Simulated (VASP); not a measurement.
# Si (Fd-3m) in VASP: a series of runs

The runs below take Si through single point, with PBE.

Everything below comes from runs of VASP 6.6.1. Logs are shortened: lines on timing, memory, paths and dates and some standing lists are left out, and cuts for length are marked.

## 1. The cell of the first run

Symmetry: Fd-3m, No. 227, cubic system. The conventional cell has a = 5.470 Å, b = 5.470 Å, c = 5.470 Å, α = 90.00°, β = 90.00°, γ = 90.00°. Within 3.1 Å of Si (site symmetry -43m) lie 4 Si at 2.37 Å.

## 2. Single point, PBE

Input file INCAR:

```
  PREC = Accurate
  ENCUT = 500
  EDIFF = 1E-6
  ISMEAR = 0
  SIGMA = 0.02
  LREAL = False
  LASPH = True
  NELM = 120
  ALGO = Normal
  ISIF = 2
  LWAVE = False
  LCHARG = True
  GGA = PE
  LELF = True
  LVHAR = True
  NBANDS = 11
  GGA_COMPAT = False
```

Input file KPOINTS:

```
Automatic mesh
0
Gamma
  8 8 8
```

Input file POSCAR:

```
Si
1.0
    0.0000000000      2.7349661881      2.7349661881
    2.7349661881      0.0000000000      2.7349661881
    2.7349661881      2.7349661881      0.0000000000
Si
2
Direct
    0.0000000000      0.0000000000      0.0000000000
    0.2500000000      0.2500000000      0.2500000000
```

Potentials or basis: VASP PAW PBE potentials, release 64 (Si).

Started as:

```
$ cat potpaw_PBE.64/Si/POTCAR > POTCAR
$ mpirun -np 1 vasp_std > vasp.out
```

OUTCAR:

```text
PREC = Accurate
   ENCUT = 500
   EDIFF = 1E-6
   ISMEAR = 0
   LREAL = False
   LASPH = True
   NELM = 120
   ISIF = 2
   GGA = PE

 ion  position               nearest neighbor table
   1  0.000  0.000  0.000-   2 2.37   2 2.37   2 2.37   2 2.37
   2  0.250  0.250  0.250-   1 2.37   1 2.37   1 2.37   1 2.37

  LATTYP: Found a face centered cubic cell.
 ALAT       =     5.4699323762

  Lattice vectors:

 A1 = (   0.0000000000,   2.7349661881,   2.7349661881)
 A2 = (   2.7349661881,   0.0000000000,   2.7349661881)
 A3 = (   2.7349661881,   2.7349661881,   0.0000000000)

Analysis of symmetry for initial positions (statically):
=====================================================================
 Subroutine PRICEL returns:
 Original cell was already a primitive cell.

 Routine SETGRP: Setting up the symmetry group for a
 face centered cubic supercell.

 Subroutine GETGRP returns: Found 48 space group operations
 (whereof 24 operations were pure point group operations)
 out of a pool of 48 trial point group operations.

The static configuration has the point symmetry T_d .
 The point group associated with its full space group is O_h .

Analysis of symmetry for dynamics (positions and initial velocities):
=====================================================================
 Subroutine PRICEL returns:
 Original cell was already a primitive cell.

 Routine SETGRP: Setting up the symmetry group for a
 face centered cubic supercell.

 Subroutine GETGRP returns: Found 48 space group operations
 (whereof 24 operations were pure point group operations)
 out of a pool of 48 trial point group operations.

The dynamic configuration has the point symmetry T_d .
 The point group associated with its full space group is O_h .

 Subroutine INISYM returns: Found 48 space group operations
 (whereof 24 operations are pure point group operations),
 and found     1 'primitive' translations

----------------------------------------------------------------------------------------

                                     Primitive cell

  volume of cell :      40.9153

  direct lattice vectors                    reciprocal lattice vectors
     0.000000000  2.734966188  2.734966188    -0.182817617  0.182817617  0.182817617
     2.734966188  0.000000000  2.734966188     0.182817617 -0.182817617  0.182817617
     2.734966188  2.734966188  0.000000000     0.182817617  0.182817617 -0.182817617

  length of vectors
     3.867826276  3.867826276  3.867826276     0.316649400  0.316649400  0.316649400

  position of ions in fractional coordinates (direct lattice)
     0.000000000  0.000000000  0.000000000
     0.250000000  0.250000000  0.250000000

  ion indices of the primitive-cell ions
   primitive index   ion index
                 1           1
                 2           2

----------------------------------------------------------------------------------------

 KPOINTS: Automatic mesh

Automatic generation of k-mesh.
 Grid dimensions read from file:
 generate k-points for:    8    8    8

 Generating k-lattice:

  Cartesian coordinates                     Fractional coordinates (reciprocal lattice)
    -0.022852202  0.022852202  0.022852202     0.125000000  0.000000000  0.000000000
     0.022852202 -0.022852202  0.022852202     0.000000000  0.125000000  0.000000000
     0.022852202  0.022852202 -0.022852202     0.000000000  0.000000000  0.125000000

  Length of vectors
     0.039581175  0.039581175  0.039581175

  Shift w.r.t. Gamma in fractional coordinates (k-lattice)
     0.000000000  0.000000000  0.000000000

 Subroutine IBZKPT returns following result:
 ===========================================

 Found     29 irreducible k-points:

 Following reciprocal coordinates:
            Coordinates               Weight
  0.000000  0.000000  0.000000      1.000000
  0.125000  0.000000  0.000000      8.000000
  0.250000  0.000000  0.000000      8.000000
  0.375000  0.000000  0.000000      8.000000
  0.500000  0.000000  0.000000      4.000000
  0.125000  0.125000  0.000000      6.000000
[... 16 lines left out ...]
  0.500000  0.250000  0.125000     48.000000
 -0.375000  0.250000  0.125000     24.000000
 [... further k-points ...]
   k-points           NKPTS =     29   k-points in BZ     NKDIM =     29   number of bands    NBANDS=     11
   number of dos      NEDOS =    301   number of ions     NIONS =      2
   total plane-waves  NPLWV =  21952
   dimension x,y,z NGX =    28 NGY =   28 NGZ =   28
   dimension x,y,z NGXF=    56 NGYF=   56 NGZF=   56
   ions per type =               2
   NGX,Y,Z   is equivalent  to a cutoff of  12.03, 12.03, 12.03 a.u.
   NGXF,Y,Z  is equivalent  to a cutoff of  24.07, 24.07, 24.07 a.u.
 SYSTEM =  unknown system
   PREC   = accura    normal or accurate (medium, high low for compatibility)
   ISTART =      0    job   : 0-new  1-cont  2-samecut
   ICHARG =      2    charge: 1-file 2-atom 10-const
   ISPIN  =      1    spin polarized calculation?
   LNONCOLLINEAR =      F non collinear calculations
   LSORBIT =      F    spin-orbit coupling
   LASPH  =      T    aspherical Exc in radial PAW
   ENCUT  =  500.0 eV  36.75 Ry    6.06 a.u.   7.05  7.05  7.05*2*pi/ulx,y,z
   NELM   =    120;   NELMIN=  2; NELMDL= -5     # of ELM steps
   EDIFF  = 0.1E-05   stopping-criterion for ELM
   LREAL  =      F    real-space projection
   EDIFFG = 0.1E-04   stopping-criterion for IOM
   NSW    =      0    number of steps for IOM
   IBRION =     -1    ionic relax: 0-MD 1-quasi-New 2-CG
   NFREE  =      0    steps in history (QN), initial steepest desc. (CG)
   ISIF   =      2    stress and relaxation
   ISYM   =      2    0-nonsym 1-usesym 2-fastsym
   POTIM  = 0.5000    time-step for ionic-motion
   TEBEG  =    0.0;   TEEND  =   0.0 temperature during run
   PSTRESS=    0.0 pullay stress
   NELECT =       8.0000    total number of electrons
   NUPDOWN=      -1.0000    fix difference up-down
   EMIN   =  10.00;   EMAX   =-10.00  energy-range for DOS
   EFERMI =   0.00;   METHOD = LEGACY
   ISMEAR =     0;   SIGMA  =   0.02  broadening in eV -4-tet -1-fermi 0-gaus
   EFERMI_NEDOS =   21; number of points for ismear=-14 and -15
   IALGO  =     38    algorithm
   IMIX   =      4    mixing-type and parameters
     AMIX     =   0.40;   BMIX     =  1.00
     AMIX_MAG =   1.60;   BMIX_MAG =  1.00
  volume/ion in A,a.u.               =      20.46       138.06
  Fermi-wavevector in a.u.,A,eV,Ry     =   0.950188  1.795595 12.284118  0.902857
  Thomas-Fermi vector in A             =   2.078541
   LORBIT       =      0    0 simple, 1 ext, 2 COOP (PROOUT), +10 PAW based schemes
   GGA     = PE    functional components
   LHFCALC =     F    Hartree Fock is set to
   AEXX    =    0.0000 exact exchange contribution
   IVDW    =     0    specifies the selected vdW correction
   LEPSILON=     F    determine dielectric tensor
   LRPA    =     F    only Hartree local field effects (RPA)
 non-spin polarized calculation
 Gauss-broadening in eV      SIGMA  =   0.02
  energy-cutoff  :      500.00
  volume of cell :       40.92
 maximum number of plane-waves:      1056
   NGX = 15   NGY = 15   NGZ = 15

 number of electron       8.0000000 magnetization

 Free energy of the ion-electron system (eV)
  ---------------------------------------------------
  ext. energy  EPLUGINS =         0.00000000
  ---------------------------------------------------
  free energy    TOTEN  =       -10.84606451 eV

  energy without entropy =      -10.84606451  energy(sigma->0) =      -10.84606451

 E-fermi :   5.7215     XC(G=0):  -9.3240

 val. band max:        5.6107765617   @ k =   0.0000   0.0000   0.0000
 cond. band min:       6.2618096696   @ k =   0.3750   0.3750   0.0000
 fundamental gap:      0.6510331079
 Fermi energy:         5.7215000531

 k-point     1 :       0.0000    0.0000    0.0000
  band No.  band energies     occupation
      1      -6.1997      2.00000
      2       5.6108      2.00000
      3       5.6108      2.00000
      4       5.6108      2.00000
      5       8.1669      0.00000
      6       8.1669      0.00000
      7       8.1669      0.00000
      8       8.7372      0.00000
      9      13.3190      0.00000
     10      13.3190      0.00000
     11      13.4853      0.00000

 k-point     2 :       0.1250    0.0000    0.0000
  band No.  band energies     occupation
      1      -5.9993      2.00000
      2       4.0201      2.00000
      3       5.3285      2.00000
      4       5.3285      2.00000
      5       8.0516      0.00000
      6       8.5822      0.00000
      7       8.5822      0.00000
      8      10.1379      0.00000
      9      12.8464      0.00000
     10      12.8464      0.00000
     11      14.2607      0.00000

 k-point     3 :       0.2500    0.0000    0.0000
  band No.  band energies     occupation
      1      -5.4152      2.00000
      2       1.7256      2.00000
      3       4.8661      2.00000
      4       4.8661      2.00000
      5       7.5677      0.00000
      6       9.1000      0.00000
      7       9.1000      0.00000
      8      12.3565      0.00000
      9      12.7972      0.00000
     10      12.7972      0.00000
     11      14.5380      0.00000

 k-point     4 :       0.3750    0.0000    0.0000
  band No.  band energies     occupation
      1      -4.5413      2.00000
      2      -0.2577      2.00000
      3       4.5435      2.00000
      4       4.5435      2.00000
      5       7.2031      0.00000
      6       9.0635      0.00000
      7       9.0635      0.00000
      8      13.4464      0.00000
      9      14.1483      0.00000
     10      14.1483      0.00000
     11      15.1174      0.00000
[... 239 lines left out ...]
 k-point    22 :       0.3750    0.2500    0.1250
  band No.  band energies     occupation
      1      -4.8955      2.00000
      2       1.3432      2.00000
      3       2.9603      2.00000
      4       4.2114      2.00000
      5       8.0535      0.00000
      6       9.4354      0.00000
      7       9.8138      0.00000
      8      11.0497      0.00000
      9      13.3214      0.00000
     10      15.7119      0.00000
     11      16.5716      0.00000

 k-point    23 :       0.5000    0.2500    0.1250
  band No.  band energies     occupation
      1      -4.0266      2.00000
      2      -0.1755      2.00000
      3       2.3565      2.00000
      4       3.7243      2.00000
      5       8.4745      0.00000
      6       9.1397      0.00000
      7      10.5871      0.00000
      8      11.4874      0.00000
      9      14.5389      0.00000
     10      15.2344      0.00000
     11      17.5103      0.00000

 k-point    24 :      -0.3750    0.2500    0.1250
  band No.  band energies     occupation
      1      -3.3929      2.00000
      2      -1.0943      2.00000
      3       2.2250      2.00000
      4       3.5015      2.00000
      5       8.6331      0.00000
      6       8.7573      0.00000
      7      11.4557      0.00000
      8      12.6754      0.00000
      9      12.9153      0.00000
     10      16.1164      0.00000
     11      17.1598      0.00000

 [... further k-points ...]
[... 5 lines left out ...]
  --------------------------------------------------------------------------------------
  -------------------------------------------------------------------------------------
  Total       -0.0145981     -0.0145981     -0.0145981      0.0000000     -0.0000000      0.0000000
  in kB       -0.5716392     -0.5716392     -0.5716392      0.0000000     -0.0000000      0.0000000
  external PRESSURE =      -0.5716392 kB  Pullay stress =       0.0000000 kB

 VOLUME and BASIS-vectors are now :
 -----------------------------------------------------------------------------
  energy-cutoff  :      500.00
  volume of cell :       40.92
      direct lattice vectors                 reciprocal lattice vectors
     0.000000000  2.734966188  2.734966188    -0.182817617  0.182817617  0.182817617
     2.734966188  0.000000000  2.734966188     0.182817617 -0.182817617  0.182817617
     2.734966188  2.734966188  0.000000000     0.182817617  0.182817617 -0.182817617

 POSITION                                       TOTAL-FORCE (eV/Angst)
 -----------------------------------------------------------------------------------
      0.00000      0.00000      0.00000        -0.000000     -0.000000      0.000000
      1.36748      1.36748      1.36748         0.000000      0.000000     -0.000000
 -----------------------------------------------------------------------------------
    total drift:                                0.000000      0.000000     -0.000000

  FREE ENERGIE OF THE ION-ELECTRON SYSTEM (eV)
  ---------------------------------------------------
  free  energy   TOTEN  =       -10.8460645102 eV

  energy  without entropy=      -10.8460645102  energy(sigma->0) =      -10.84606451
```

It took 21 s on 1 thread of Intel Xeon 8259CL, shared host; peak memory 0.15 GiB.

What came out:

| Property | Result |
| --- | --- |
| Free energy | -10.8461 eV |
| Pressure | -0.1 GPa |
| Band gap on the k mesh | 0.65 eV (least direct gap 2.56 eV) |

A k mesh can miss the band edges.

## 3. Single point, PBE

Input file INCAR:

```
SYSTEM = Si
PREC     = Accurate       ! precision mode
ENCUT    = 500            ! plane-wave cutoff, eV
EDIFF    = 1E-6           ! SCF threshold, eV
ISMEAR   = 0              ! smearing method
SIGMA    = 0.02           ! smearing width, eV
LREAL    = .FALSE.        ! projectors in reciprocal space
LASPH    = .TRUE.         ! aspherical terms in the spheres
NELM     = 120            ! most SCF steps
ALGO     = Normal         ! electronic algorithm
ISIF     = 2              ! what is computed and relaxed
LWAVE    = .FALSE.        ! write WAVECAR
LCHARG   = .FALSE.        ! write CHGCAR
GGA      = PE             ! functional
NBANDS   = 11             ! bands
GGA_COMPAT= .FALSE.
```

Input file KPOINTS:

```
regular mesh
0
G
  10 10 10
  0 0 0
```

POSCAR is that of step 2.

Potentials or basis: VASP PAW PBE potentials, release 64 (Si).

Started as:

```
$ cat potpaw_PBE.64/Si/POTCAR > POTCAR
$ mpirun -np 1 vasp_std > vasp.out
```

Run time: 32 s. Hardware: 1 thread of Intel Xeon 8259CL, shared host; peak memory 0.15 GiB.

The run converged. Its results:

```yaml
Free_energy: -10.8492 eV
Pressure: -0.1 GPa
Band_gap_on_the_k_mesh: 0.62 eV (least direct gap 2.56 eV)
```

Levels at points of the mesh, in eV from the valence-band top:
```tsv
k point	band 1	band 2	band 3	band 4	band 5	band 6	band 7	band 8
(0.00, 0.00, 0.00)	-11.81	0.00	0.00	0.00	2.56	2.56	2.56	3.13
(0.50, 0.00, 0.00)	-9.53	-6.87	-1.18	-1.18	1.46	3.35	3.35	7.70
(0.50, 0.50, 0.00)	-7.74	-7.74	-2.79	-2.79	0.75	0.75	9.93	9.93
```
